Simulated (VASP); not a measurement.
# Ti3O (P6_3/mcm) in VASP: further runs

Ti3O is run at these levels: PBEsol; tasks: single point.

All numbers are computed with VASP 6.6.1; they aren't measurements. Logs are shortened: lines on timing, memory, paths and dates and some standing lists are left out, and cuts for length are marked.

**1. The cell of the first run**

The structure is hexagonal, space group P6_3/mcm (No. 193). The conventional cell has a = 4.947 Å, b = 4.947 Å, c = 4.776 Å, α = 90.00°, β = 90.00°, γ = 120.00°. Within 2.7 Å of Ti (site symmetry m2m) lie 2 O at 2.03 Å. O (site symmetry -3m) has 6 Ti at 2.03 Å and 2 O at 2.39 Å within 2.7 Å.

**2. Single point, PBEsol (12.65 Å³/atom)**

The input, INCAR:

```
SYSTEM = Ti3O
PREC = Accurate
ENCUT = 520
EDIFF = 1E-7
ISMEAR = 0
SIGMA = 0.1
LREAL = .False.
LASPH = .True.
NELM = 60
ALGO = Normal
ISIF = 2
LWAVE = .False.
LCHARG = .False.
GGA = PS
NBANDS = 52
```

The input, KPOINTS:

```
Automatic mesh
0
Gamma
  12 12 8
  0 0 0
```

The input, POSCAR:

```
Ti3O
1.0
    4.9467766555      0.0000000000      0.0000000000
   -2.4733883277      4.2840342505      0.0000000000
    0.0000000000      0.0000000000      4.7763270233
Ti O
6 2
Direct
    0.0000000000      0.6674444749      0.7500000000
    0.0000000000      0.3325555251      0.2500000000
    0.6674444749      0.0000000000      0.7500000000
    0.6674444749      0.6674444749      0.2500000000
    0.3325555251      0.3325555251      0.7500000000
    0.3325555251      0.0000000000      0.2500000000
    0.0000000000      0.0000000000      0.5000000000
    0.0000000000      0.0000000000      0.0000000000
```

Potentials or basis: VASP PAW PBE potentials, release 64 (Ti_sv, O).

Launch:

```bash
> cat potpaw_PBE.64/Ti_sv/POTCAR potpaw_PBE.64/O/POTCAR > POTCAR
> mpirun -np 1 vasp_std > vasp.out
```

OUTCAR:

```text
SYSTEM = Ti3O
   PREC = Accurate
   ENCUT = 520
   EDIFF = 1E-7
   ISMEAR = 0
   LREAL = .False.
   LASPH = .True.
   NELM = 60
   ISIF = 2
   GGA = PS

 ion  position               nearest neighbor table
   1  0.000  0.667  0.750-   7 2.03   8 2.03   3 2.85   5 2.85   5 2.86   3 2.86   3 2.86   5 2.86
                             4 2.90   4 2.90   6 2.90   6 2.90   2 2.91   2 2.91
   2  0.000  0.333  0.250-   7 2.03   8 2.03   6 2.85   4 2.85   4 2.86   6 2.86   6 2.86   4 2.86
                             5 2.90   5 2.90   3 2.90   3 2.90   1 2.91   1 2.91
   3  0.667  0.000  0.750-   7 2.03   8 2.03   1 2.85   5 2.85   5 2.86   1 2.86   5 2.86   1 2.86
                             4 2.90   4 2.90   2 2.90   2 2.90   6 2.91   6 2.91
   4  0.667  0.667  0.250-   7 2.03   8 2.03   2 2.85   6 2.85   2 2.86   6 2.86   6 2.86   2 2.86
                             3 2.90   3 2.90   1 2.90   1 2.90   5 2.91   5 2.91
   5  0.333  0.333  0.750-   7 2.03   8 2.03   1 2.85   3 2.85   1 2.86   3 2.86   3 2.86   1 2.86
                             6 2.90   6 2.90   2 2.90   2 2.90   4 2.91   4 2.91
   6  0.333  0.000  0.250-   7 2.03   8 2.03   2 2.85   4 2.85   4 2.86   2 2.86   4 2.86   2 2.86
                             5 2.90   5 2.90   1 2.90   1 2.90   3 2.91   3 2.91
   7  0.000  0.000  0.500-   1 2.03   2 2.03   3 2.03   6 2.03   5 2.03   4 2.03
   8  0.000  0.000  0.000-   1 2.03   2 2.03   3 2.03   6 2.03   5 2.03   4 2.03

  LATTYP: Found a hexagonal cell.
 ALAT       =     4.9467766555
 C/A-ratio  =     0.9655432933

  Lattice vectors:

 A1 = (   4.9467766555,   0.0000000000,   0.0000000000)
 A2 = (  -2.4733883277,   4.2840342505,   0.0000000000)
 A3 = (   0.0000000000,   0.0000000000,   4.7763270233)

Analysis of symmetry for initial positions (statically):
=====================================================================
 Subroutine PRICEL returns:
 Original cell was already a primitive cell.

 Routine SETGRP: Setting up the symmetry group for a
 hexagonal supercell.

 Subroutine GETGRP returns: Found 24 space group operations
 (whereof 12 operations were pure point group operations)
 out of a pool of 24 trial point group operations.

The static configuration has the point symmetry D_3d.
 The point group associated with its full space group is D_6h.

Analysis of symmetry for dynamics (positions and initial velocities):
=====================================================================
 Subroutine PRICEL returns:
 Original cell was already a primitive cell.

 Routine SETGRP: Setting up the symmetry group for a
 hexagonal supercell.

 Subroutine GETGRP returns: Found 24 space group operations
 (whereof 12 operations were pure point group operations)
 out of a pool of 24 trial point group operations.

The dynamic configuration has the point symmetry D_3d.
 The point group associated with its full space group is D_6h.

 Subroutine INISYM returns: Found 24 space group operations
 (whereof 12 operations are pure point group operations),
 and found     1 'primitive' translations

----------------------------------------------------------------------------------------

                                     Primitive cell

  volume of cell :     101.2207

  direct lattice vectors                    reciprocal lattice vectors
     4.946776655  0.000000000  0.000000000     0.202151839  0.116712419  0.000000000
    -2.473388328  4.284034251  0.000000000     0.000000000  0.233424838  0.000000000
     0.000000000  0.000000000  4.776327023     0.000000000  0.000000000  0.209365899

  length of vectors
     4.946776655  4.946776655  4.776327023     0.233424838  0.233424838  0.209365899

  position of ions in fractional coordinates (direct lattice)
     0.000000000  0.667444475  0.750000000
     0.000000000  0.332555525  0.250000000
     0.667444475  0.000000000  0.750000000
     0.667444475  0.667444475  0.250000000
     0.332555525  0.332555525  0.750000000
     0.332555525  0.000000000  0.250000000
     0.000000000  0.000000000  0.500000000
     0.000000000  0.000000000  0.000000000

  ion indices of the primitive-cell ions
   primitive index   ion index
                 1           1
                 2           2
                 3           3
                 4           4
                 5           5
                 6           6
                 7           7
                 8           8

----------------------------------------------------------------------------------------

 KPOINTS: Automatic mesh

Automatic generation of k-mesh.
 Grid dimensions read from file:
 generate k-points for:   12   12    8

 Generating k-lattice:

  Cartesian coordinates                     Fractional coordinates (reciprocal lattice)
     0.016845987  0.009726035  0.000000000     0.083333333  0.000000000  0.000000000
     0.000000000  0.019452070  0.000000000     0.000000000  0.083333333  0.000000000
     0.000000000  0.000000000  0.026170737     0.000000000  0.000000000  0.125000000

  Length of vectors
     0.019452070  0.019452070  0.026170737

  Shift w.r.t. Gamma in fractional coordinates (k-lattice)
     0.000000000  0.000000000  0.000000000

 Subroutine IBZKPT returns following result:
 ===========================================

 Found     95 irreducible k-points:

 Following reciprocal coordinates:
            Coordinates               Weight
  0.000000  0.000000  0.000000      1.000000
  0.083333 -0.000000  0.000000      6.000000
  0.166667 -0.000000  0.000000      6.000000
  0.250000 -0.000000  0.000000      6.000000
  0.333333  0.000000  0.000000      6.000000
  0.416667 -0.000000  0.000000      6.000000
[... 16 lines left out ...]
  0.250000 -0.000000  0.125000     12.000000
  0.333333  0.000000  0.125000     12.000000
 [... further k-points ...]
   k-points           NKPTS =     95   k-points in BZ     NKDIM =     95   number of bands    NBANDS=     52
   number of dos      NEDOS =    301   number of ions     NIONS =      8
   total plane-waves  NPLWV =  57600
   dimension x,y,z NGX =    40 NGY =   40 NGZ =   36
   dimension x,y,z NGXF=    80 NGYF=   80 NGZF=   72
   ions per type =               6   2
   NGX,Y,Z   is equivalent  to a cutoff of  13.44, 13.44, 12.53 a.u.
   NGXF,Y,Z  is equivalent  to a cutoff of  26.89, 26.89, 25.06 a.u.
 SYSTEM =  Ti3O
   PREC   = accura    normal or accurate (medium, high low for compatibility)
   ISTART =      0    job   : 0-new  1-cont  2-samecut
   ICHARG =      2    charge: 1-file 2-atom 10-const
   ISPIN  =      1    spin polarized calculation?
   LNONCOLLINEAR =      F non collinear calculations
   LSORBIT =      F    spin-orbit coupling
   LASPH  =      T    aspherical Exc in radial PAW
   ENCUT  =  520.0 eV  38.22 Ry    6.18 a.u.   9.20  9.20  8.88*2*pi/ulx,y,z
   NELM   =     60;   NELMIN=  2; NELMDL= -5     # of ELM steps
   EDIFF  = 0.1E-06   stopping-criterion for ELM
   LREAL  =      F    real-space projection
   EDIFFG = 0.1E-05   stopping-criterion for IOM
   NSW    =      0    number of steps for IOM
   IBRION =     -1    ionic relax: 0-MD 1-quasi-New 2-CG
   NFREE  =      0    steps in history (QN), initial steepest desc. (CG)
   ISIF   =      2    stress and relaxation
   ISYM   =      2    0-nonsym 1-usesym 2-fastsym
   POTIM  = 0.5000    time-step for ionic-motion
   TEBEG  =    0.0;   TEEND  =   0.0 temperature during run
   PSTRESS=    0.0 pullay stress
   NELECT =      84.0000    total number of electrons
   NUPDOWN=      -1.0000    fix difference up-down
   EMIN   =  10.00;   EMAX   =-10.00  energy-range for DOS
   EFERMI =   0.00;   METHOD = LEGACY
   ISMEAR =     0;   SIGMA  =   0.10  broadening in eV -4-tet -1-fermi 0-gaus
   EFERMI_NEDOS =   21; number of points for ismear=-14 and -15
   IALGO  =     38    algorithm
   IMIX   =      4    mixing-type and parameters
     AMIX     =   0.40;   BMIX     =  1.00
     AMIX_MAG =   1.60;   BMIX_MAG =  1.00
  volume/ion in A,a.u.               =      12.65        85.38
  Fermi-wavevector in a.u.,A,eV,Ry     =   1.538431  2.907214 32.201881  2.366771
  Thomas-Fermi vector in A             =   2.644801
   LORBIT       =      0    0 simple, 1 ext, 2 COOP (PROOUT), +10 PAW based schemes
   GGA     = PS    functional components
   LHFCALC =     F    Hartree Fock is set to
   AEXX    =    0.0000 exact exchange contribution
   IVDW    =     0    specifies the selected vdW correction
   LEPSILON=     F    determine dielectric tensor
   LRPA    =     F    only Hartree local field effects (RPA)
 non-spin polarized calculation
 Gauss-broadening in eV      SIGMA  =   0.10
  energy-cutoff  :      520.00
  volume of cell :      101.22
 maximum number of plane-waves:      2754
 NGX is ok and might be reduce to    40
   NGX = 19   NGY = 19   NGZ = 17

 number of electron      83.9999982 magnetization

 Free energy of the ion-electron system (eV)
  ---------------------------------------------------
  ext. energy  EPLUGINS =         0.00000000
  ---------------------------------------------------
  free energy    TOTEN  =       -71.24552374 eV

  energy without entropy =      -71.22073253  energy(sigma->0) =      -71.23312813

 E-fermi :   9.9793     XC(G=0): -12.5055

 val. band max:        9.9748841171   @ k =   0.1667  -0.0000   0.3750
 cond. band min:       9.9834605968   @ k =   0.0000   0.0000   0.2500
 fundamental gap:      0.0085764797
 Fermi energy:         9.9792662423

 k-point     1 :       0.0000    0.0000    0.0000
  band No.  band energies     occupation
      1     -46.8447      2.00000
      2     -46.7040      2.00000
      3     -46.6543      2.00000
      4     -46.6543      2.00000
      5     -46.6477      2.00000
      6     -46.6477      2.00000
[... 44 lines left out ...]
     51      11.5918      0.00000
     52      12.0278      0.00000

 k-point     2 :       0.0833   -0.0000    0.0000
  band No.  band energies     occupation
      1     -46.8416      2.00000
      2     -46.7023      2.00000
      3     -46.6604      2.00000
      4     -46.6593      2.00000
      5     -46.6449      2.00000
      6     -46.6445      2.00000
[... 44 lines left out ...]
     51      11.6336      0.00000
     52      12.1518      0.00000

 k-point     3 :       0.1667   -0.0000    0.0000
  band No.  band energies     occupation
      1     -46.8324      2.00000
      2     -46.6974      2.00000
      3     -46.6722      2.00000
      4     -46.6671      2.00000
      5     -46.6425      2.00000
      6     -46.6416      2.00000
[... 44 lines left out ...]
     51      11.7479      0.00000
     52      12.2305      0.00000
[... 1046 lines left out ...]
 k-point    23 :       0.2500   -0.0000    0.1250
  band No.  band energies     occupation
      1     -46.8130      2.00000
      2     -46.6947      2.00000
      3     -46.6863      2.00000
      4     -46.6736      2.00000
      5     -46.6433      2.00000
      6     -46.6429      2.00000
[... 44 lines left out ...]
     51      11.9599      0.00000
     52      11.9896      0.00000

 k-point    24 :       0.3333    0.0000    0.1250
  band No.  band energies     occupation
      1     -46.7946      2.00000
      2     -46.7048      2.00000
      3     -46.6851      2.00000
      4     -46.6795      2.00000
      5     -46.6470      2.00000
      6     -46.6431      2.00000
[... 44 lines left out ...]
     51      11.7901      0.00000
     52      12.1280      0.00000

 [... further k-points ...]

------------------------ aborting loop because EDIFF is reached ----------------------------------------

  FORCE on cell =-STRESS in cart. coord.  units (eV):
  Direction    XX          YY          ZZ          XY          YZ          ZX
  --------------------------------------------------------------------------------------
  -------------------------------------------------------------------------------------
  Total        6.8735082      6.8735082      6.9873452      0.0000000     -0.0000000      0.0000000
  in kB      108.7977075    108.7977075    110.5995840      0.0000000     -0.0000000      0.0000000
  external PRESSURE =     109.3983330 kB  Pullay stress =       0.0000000 kB

 VOLUME and BASIS-vectors are now :
 -----------------------------------------------------------------------------
  energy-cutoff  :      520.00
  volume of cell :      101.22
      direct lattice vectors                 reciprocal lattice vectors
     4.946776655  0.000000000  0.000000000     0.202151839  0.116712419  0.000000000
    -2.473388328  4.284034251  0.000000000     0.000000000  0.233424838  0.000000000
     0.000000000  0.000000000  4.776327023     0.000000000  0.000000000  0.209365899

 POSITION                                       TOTAL-FORCE (eV/Angst)
 -----------------------------------------------------------------------------------
     -1.65085      2.85935      3.58225         0.034341     -0.059480      0.000000
     -0.82254      1.42468      1.19408        -0.034341      0.059480     -0.000000
      3.30170      0.00000      3.58225        -0.068681     -0.000000      0.000000
      1.65085      2.85935      1.19408        -0.034341     -0.059480      0.000000
      0.82254      1.42468      3.58225         0.034341      0.059480     -0.000000
      1.64508      0.00000      1.19408         0.068681     -0.000000     -0.000000
      0.00000      0.00000      2.38816         0.000000     -0.000000      0.000000
      0.00000      0.00000      0.00000         0.000000     -0.000000      0.000000
 -----------------------------------------------------------------------------------
    total drift:                                0.000000     -0.000000     -0.000000

  FREE ENERGIE OF THE ION-ELECTRON SYSTEM (eV)
  ---------------------------------------------------
  free  energy   TOTEN  =       -71.2455237366 eV

  energy  without entropy=      -71.2207325317  energy(sigma->0) =      -71.23312813
```

It took 5 min on 1 thread of Intel Xeon 6975P-C (Granite Rapids), shared host; peak memory 0.47 GiB.

What came out:

```
Free energy            : -71.2455 eV
Pressure               : 10.9 GPa
Largest force          : 0.069 eV/Å
Band gap on the k mesh : zero (bands 42 and 43 overlap by 0.75 eV)
```

Forces on the atoms (eV/Å):
```
Ti   0.034 -0.059  0.000
Ti  -0.034  0.059  0.000
Ti  -0.069  0.000  0.000
Ti  -0.034 -0.059  0.000
Ti   0.034  0.059  0.000
Ti   0.069  0.000  0.000
O    0.000  0.000  0.000
O    0.000  0.000  0.000
```

Levels at points of the mesh, in eV from the Fermi level:
```tsv
k point	band 39	band 40	band 41	band 42	band 43	band 44	band 45	band 46
(0.00, 0.00, 0.00)	-0.80	-0.76	-0.76	-0.23	-0.23	0.01	0.82	0.82
(0.50, 0.00, 0.00)	-1.50	-0.90	-0.78	0.21	0.34	0.70	0.70	0.83
(0.00, 0.00, 0.50)	-0.95	-0.95	-0.28	-0.28	-0.06	-0.06	-0.06	-0.06
(0.50, 0.00, 0.50)	-0.90	-0.90	-0.83	-0.83	0.09	0.09	0.41	0.41
```

Caveat: the cell stands under pressure; the PAW data sets were made with another functional, which shifts forces and pressure a little.

(Part 1 of 3 ends here.)
